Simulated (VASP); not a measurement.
Si12O25 (a cell with a defect): relaxation of the atoms with PBE

The system is Si12O25 (a cell with a defect).

```
Si O
1.0
     2.55269   -4.42139    5.58505
     2.55269   -4.42139   -5.58505
     7.65807    4.42139    0.00000
Si O
12 25
Direct
  0.83333 0.16667 0.50000
  0.33333 0.66667 0.50000
  0.08333 0.41667 0.00000
  0.58333 0.91667 0.00000
  0.54167 0.20833 0.25000
  0.04167 0.70833 0.25000
  0.79167 0.45833 0.75000
  0.29167 0.95833 0.75000
  0.62500 0.62500 0.25000
  0.12500 0.12500 0.25000
  0.87500 0.87500 0.75000
  0.37500 0.37500 0.75000
  0.65601 0.15601 0.39599
  0.15601 0.65601 0.39599
  0.90601 0.40601 0.89599
  0.40601 0.90601 0.89599
  0.57268 0.73935 0.10401
  0.07268 0.23935 0.10401
  0.82268 0.98935 0.60401
  0.32268 0.48935 0.60401
  0.33333 0.16667 0.29198
  0.83333 0.66667 0.29198
  0.58333 0.41667 0.79198
  0.08333 0.91667 0.79198
  0.59399 0.09399 0.10401
  0.09399 0.59399 0.10401
  0.84399 0.34399 0.60401
  0.34399 0.84399 0.60401
  0.01065 0.17732 0.39599
  0.51065 0.67732 0.39599
  0.26065 0.42732 0.89599
  0.76065 0.92732 0.89599
  0.58333 0.41667 0.20802
  0.08333 0.91667 0.20802
  0.83333 0.66667 0.70802
  0.33333 0.16667 0.70802
  0.83333 0.66667 0.00000
```

This cell differs from its parent crystal: with an interstitial atom.

```json
{
  "Program": "VASP 6.6.1",
  "Task": "relaxation of the atoms",
  "Functional": "PBE",
  "Potentials or basis": "VASP PAW PBE potentials, release 64 (Si, O)",
  "Cutoff": "520 eV",
  "k mesh": "2 × 2 × 2, shifted",
  "Occupations": "gaussian, width 0.01 eV",
  "Spin": "no spin polarisation",
  "Dipole correction": "no",
  "Further INCAR settings": "LREAL = Auto; ALGO = Normal; EDIFF = 1e-07; IBRION = 2; EDIFFG = -0.025; NSW = 65"
}
```

The energy gained by relaxing is 8.0 meV/atom. The ionic steps are 48 and the pressure after relaxing is 0.0 GPa. The largest force after relaxing is 0.023 eV/Å and the band gap on the k mesh is 0.01 eV.

Forces in eV/Å, atoms in the order of the input:
```
Si  -0.009 -0.005  0.000
Si   0.009  0.005  0.000
Si   0.000  0.000  0.008
Si   0.000  0.000 -0.008
Si   0.002 -0.003  0.005
Si   0.000 -0.004 -0.006
Si   0.000  0.004 -0.006
Si  -0.002  0.003  0.005
Si  -0.004  0.002  0.006
Si  -0.002  0.003 -0.005
Si   0.004 -0.002  0.006
Si   0.002 -0.003 -0.005
O    0.009 -0.013  0.016
O    0.005 -0.005  0.010
O   -0.005 -0.003 -0.005
O   -0.018  0.002 -0.009
O    0.006  0.003  0.005
O    0.007  0.017  0.009
O    0.002 -0.006 -0.010
O    0.006 -0.015 -0.016
O   -0.015 -0.009  0.000
O    0.012  0.007  0.000
O    0.017  0.004  0.000
O    0.012  0.013  0.000
O    0.018 -0.002 -0.009
O    0.005  0.003 -0.005
O   -0.005  0.005  0.010
O   -0.009  0.013  0.016
O   -0.006  0.015 -0.016
O   -0.002  0.006 -0.010
O   -0.007 -0.017  0.009
O   -0.006 -0.003  0.005
O   -0.012 -0.013  0.000
O   -0.017 -0.004  0.000
O   -0.012 -0.007  0.000
O    0.015  0.009  0.000
O    0.000  0.000  0.000
```

Stress tensor (GPa, compression positive):
```
-0.26 -0.10  0.00
-0.10 -0.14  0.00
 0.00  0.00  0.49
```

Step by step:
| step | energy change (eV) | largest force (eV/Å) | pressure (GPa) |
| --- | --- | --- | --- |
| 1 | 0.0000 | 0.8756 | 0.95 |
| 3 | -0.1113 | 0.8202 | 0.78 |
| 5 | -0.2067 | 0.3962 | 0.43 |
| 7 | -0.2415 | 0.1951 | 0.25 |
| 9 | -0.2500 | 0.1323 | 0.21 |
| 11 | -0.2536 | 0.1570 | 0.21 |
| 13 | -0.2603 | 0.1669 | 0.23 |
| 15 | -0.2634 | 0.0779 | 0.24 |
| 17 | -0.2654 | 0.0613 | 0.24 |
| 19 | -0.2671 | 0.1208 | 0.25 |
| 21 | -0.2687 | 0.0956 | 0.26 |
| 23 | -0.2699 | 0.1228 | 0.25 |
| 25 | -0.2719 | 0.0761 | 0.24 |
| 27 | -0.2757 | 0.1044 | 0.23 |
| 29 | -0.2765 | 0.1666 | 0.21 |
| 31 | -0.2799 | 0.1336 | 0.20 |
| 33 | -0.2829 | 0.1079 | 0.16 |
| 35 | -0.2885 | 0.0876 | 0.11 |
| 37 | -0.2902 | 0.0848 | 0.09 |
| 39 | -0.2917 | 0.1008 | 0.08 |
| 41 | -0.2940 | 0.0929 | 0.08 |
| 43 | -0.2959 | 0.0724 | 0.06 |
| 45 | -0.2966 | 0.0315 | 0.05 |
| 47 | -0.2973 | 0.0508 | 0.03 |
| 48 | -0.2976 | 0.0229 | 0.03 |

Final structure:
```yaml
crystal:
  lattice:
    - [2.55269, -4.42139, 5.58505]
    - [2.55269, -4.42139, -5.58505]
    - [7.65807, 4.42139, 0.00000]
  atoms:
    - { symbol: Si, position: [0.83333, 0.16667, 0.49527] }
    - { symbol: Si, position: [0.33333, 0.66667, 0.50473] }
    - { symbol: Si, position: [0.09168, 0.40832, 0.00000] }
    - { symbol: Si, position: [0.57499, 0.92501, 0.00000] }
    - { symbol: Si, position: [0.54094, 0.21567, 0.24606] }
    - { symbol: Si, position: [0.03899, 0.70192, 0.25485] }
    - { symbol: Si, position: [0.79808, 0.46101, 0.74515] }
    - { symbol: Si, position: [0.28433, 0.95906, 0.75394] }
    - { symbol: Si, position: [0.62767, 0.63142, 0.25485] }
    - { symbol: Si, position: [0.12573, 0.11767, 0.24606] }
    - { symbol: Si, position: [0.86858, 0.87233, 0.74515] }
    - { symbol: Si, position: [0.38233, 0.37427, 0.75394] }
    - { symbol: O, position: [0.65681, 0.16002, 0.38986] }
    - { symbol: O, position: [0.15625, 0.65264, 0.40077] }
    - { symbol: O, position: [0.92469, 0.40328, 0.88346] }
    - { symbol: O, position: [0.39121, 0.90568, 0.90470] }
    - { symbol: O, position: [0.56994, 0.75803, 0.11654] }
    - { symbol: O, position: [0.07235, 0.22455, 0.09530] }
    - { symbol: O, position: [0.81931, 0.98958, 0.59923] }
    - { symbol: O, position: [0.32668, 0.49014, 0.61014] }
    - { symbol: O, position: [0.33333, 0.16667, 0.28746] }
    - { symbol: O, position: [0.83333, 0.66667, 0.30762] }
    - { symbol: O, position: [0.59214, 0.41140, 0.79115] }
    - { symbol: O, position: [0.07452, 0.92194, 0.79115] }
    - { symbol: O, position: [0.59432, 0.10879, 0.09530] }
    - { symbol: O, position: [0.09672, 0.57531, 0.11654] }
    - { symbol: O, position: [0.84736, 0.34375, 0.59923] }
    - { symbol: O, position: [0.33998, 0.84319, 0.61014] }
    - { symbol: O, position: [0.00986, 0.17332, 0.38986] }
    - { symbol: O, position: [0.51042, 0.68069, 0.40077] }
    - { symbol: O, position: [0.27545, 0.42765, 0.90470] }
    - { symbol: O, position: [0.74197, 0.93006, 0.88346] }
    - { symbol: O, position: [0.57806, 0.42548, 0.20885] }
    - { symbol: O, position: [0.08861, 0.90785, 0.20885] }
    - { symbol: O, position: [0.83333, 0.66667, 0.69238] }
    - { symbol: O, position: [0.33333, 0.16667, 0.71254] }
    - { symbol: O, position: [0.83333, 0.66667, 0.00000] }
```

Levels at points of the mesh, in eV from the valence-band top:
| k point | band 95 | band 96 | band 97 | band 98 | band 99 | band 100 | band 101 | band 102 | band 103 | band 104 |
| --- | --- | --- | --- | --- | --- | --- | --- | --- | --- | --- |
| (0.25, 0.25, 0.25) | -1.08 | -1.06 | -0.96 | -0.02 | -0.02 | 0.02 | 5.60 | 6.75 | 6.93 | 7.15 |

It took 42 min on 4 MPI ranks on Intel(R) Xeon(R) Platinum 8259CL CPU @ 2.50GHz (Skylake/Cascade Lake), with other jobs on the host, peak memory 0.37 GiB a rank.

Caveat: the cell differs from its parent crystal (with an interstitial atom).
